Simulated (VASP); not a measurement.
Runs of VASP 6.6.1 on CaBPd3. The structure is that of space group Pm-3m (No. 221), or close to it. The cells are those of the table. 

```tsv
cell	gap on the mesh (eV)	pressure (GPa)
a = 4.240 Å, 5 atoms	none	-3.8
a = 4.161 Å, 5 atoms	none	(a)
a = 4.278 Å, 5 atoms	none	(b)
a = 4.390 Å, 5 atoms	none	-14.6
a = 4.353 Å, 5 atoms	none	-12.5
a = 4.201 Å, 5 atoms	none	0.2
a = 4.316 Å, 5 atoms	none	-10.1
```

Alike in all rows: task single point; level LDA; potentials or basis VASP PAW LDA potentials, release 64 (Ca_sv, B, Pd); no spin polarisation; k mesh 6 × 6 × 6; cutoff (eV) 520; smearing fermi-dirac 0.1 eV.

Task: Estimate the missing entries.

Result: (a) 4.9; (b) -7.2.

A k mesh can miss the band edges, and the runs leave out spin-orbit coupling on Pd.

A gap of «none» marks levels without a gap at the run's occupations.
